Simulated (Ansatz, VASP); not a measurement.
## Ga2O3: VASP beside Ansatz

POSCAR

```
Ga2O3
1.0
    2.5289754454      1.4601046710      4.5413080058
   -2.5289754454      1.4601046710      4.5413080058
    0.0000000000     -2.9202092914      4.5413080220
Ga O
4 6
Direct
    0.8556819676      0.8556819676      0.8556819683
    0.6443180316      0.6443180316      0.6443180321
    0.1443180318      0.1443180318      0.1443180319
    0.3556819679      0.3556819679      0.3556819682
    0.7499999997      0.4463101677      0.0536898323
    0.4463101677      0.0536898319      0.7500000000
    0.0536898320      0.7499999997      0.4463101680
    0.2499999998      0.5536898317      0.9463101680
    0.9463101675      0.2499999998      0.5536898322
    0.5536898318      0.9463101675      0.2500000003
```

The input INCAR.step1:

```
SYSTEM = Ga2O3
ALGO = Normal
EDIFF = 1E-5
ENCUT = 660
GGA = PE
GGA_COMPAT = .False.
ISMEAR = -1
LASPH = .True.
LCHARG = .False.
LREAL = .False.
LWAVE = .True.
NBANDS = 55
NELM = 120
PREC = Accurate
SIGMA = 0.01
```

Contents of INCAR.step2:

```
SYSTEM = Ga2O3
ALGO = Normal
EDIFF = 1E-6
ENCUT = 660
GGA_COMPAT = .False.
ISIF = 2
ISMEAR = -1
ISTART = 1
LASPH = .True.
LCHARG = .False.
LMIXTAU = .True.
LREAL = .False.
LWAVE = .False.
METAGGA = R2SCAN
NBANDS = 55
NELM = 120
PREC = Accurate
SIGMA = 0.01
```

The input KPOINTS:

```
k-points
0
Gamma
  7 7 7
  0 0 0
```

Input for Ansatz:

```yaml
crystal:
  lattice:
    - [2.5289754454, 1.460104671, 4.5413080058]
    - [-2.5289754454, 1.460104671, 4.5413080058]
    - [0.0, -2.9202092914, 4.541308022]
  atoms:
    - { symbol: Ga, position: [0.8556819676, 0.8556819676, 0.8556819683] }
    - { symbol: Ga, position: [0.6443180316, 0.6443180316, 0.6443180321] }
    - { symbol: Ga, position: [0.1443180318, 0.1443180318, 0.1443180319] }
    - { symbol: Ga, position: [0.3556819679, 0.3556819679, 0.3556819682] }
    - { symbol: O, position: [0.7499999997, 0.4463101677, 0.0536898323] }
    - { symbol: O, position: [0.4463101677, 0.0536898319, 0.75] }
    - { symbol: O, position: [0.053689832, 0.7499999997, 0.446310168] }
    - { symbol: O, position: [0.2499999998, 0.5536898317, 0.946310168] }
    - { symbol: O, position: [0.9463101675, 0.2499999998, 0.5536898322] }
    - { symbol: O, position: [0.5536898318, 0.9463101675, 0.2500000003] }
basis:
  ecutwfc: 500.0
  ecutrho_ratio: 4
  xc_grid: 2
  precision: f64
hamiltonian:
  xc: r2scan
  pseudopotentials: { kind: paw, azcp: { folder: soft_1 } }
scf:
  max_iter: 80
  self_checks: high
  occupations: { method: fermi_dirac, width: 0.01 }
kpoints:
  mp_grid: { grid: [7, 7, 7] }
  band_path: { path: [VBM, CBM], npoints: 1 }
checkpoint:
  write: "../edges.r2scan.run"
  compress: false
  write_wavefunctions: true
  write_every: 100000
```

Alike in both runs: task single point; functional r2SCAN; k mesh 7 × 7 × 7; occupations fermi-dirac, width 0.01 eV; no spin polarisation.

|  | VASP | Ansatz |
| --- | --- | --- |
| version | VASP 6.6.1 | Ansatz 0.2.0 |
| potentials or method | VASP PAW PBE potentials, release 64 (Ga_d, O), cutoff 660 eV | plane-wave PAW DFT |
| valence electrons in the cell | 88 | 88 |

Ansatz gave:

```
gap on the k mesh at the Fermi level (eV) : 3.09
```

Problem. Estimate VASP's values.

Solution. gap on the k mesh at the Fermi level (eV): 3.08.

VASP's potentials were made for PBE, not for r2SCAN.
